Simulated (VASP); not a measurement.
A run of VASP 6.6.1 is set up as follows.

Contents of INCAR:

```
SYSTEM = PbF2
PREC     = Accurate       ! precision mode
ENCUT    = 600            ! plane-wave cutoff, eV
EDIFF    = 1E-6           ! SCF threshold, eV
ISMEAR   = 1              ! smearing method
SIGMA    = 0.1            ! smearing width, eV
LREAL    = .False.        ! projectors in reciprocal space
LASPH    = .True.         ! aspherical terms in the spheres
NELM     = 120            ! most SCF steps
ALGO     = Normal         ! electronic algorithm
ISIF     = 2              ! what is computed and relaxed
LWAVE    = .False.        ! write WAVECAR
LCHARG   = .False.        ! write CHGCAR
NBANDS   = 21             ! bands
GGA_COMPAT= .False.
```

File KPOINTS:

```
Automatic mesh
0
Gamma
  9 9 9
  0 0 0
```

POSCAR

```
PbF2
1.0
    0.0000000000      2.9636600000      2.9636600000
    2.9636600000      0.0000000000      2.9636600000
    2.9636600000      2.9636600000      0.0000000000
Pb F
1 2
Direct
    0.0000000000      0.0000000000      0.0000000000
    0.7500000000      0.7500000000      0.7500000000
    0.2500000000      0.2500000000      0.2500000000
```

Potentials or basis: VASP PAW LDA potentials, release 64 (Pb_d, F).

Run with:

```console
$ cat potpaw_LDA.64/Pb_d/POTCAR potpaw_LDA.64/F/POTCAR > POTCAR
$ mpirun -np 1 vasp_std > vasp.out
```

(1) Estimate the pressure.

(2) What does it give for the band gap on the k mesh?

Answers

(1) -4.6 GPa.

(2) 4.25 eV (least direct gap 4.44 eV).

Caveat: the cell stands under tension; spin-orbit coupling is left out, which moves the levels of the heavy elements; an odd mesh through Γ misses points on the zone boundary, where band edges can lie.
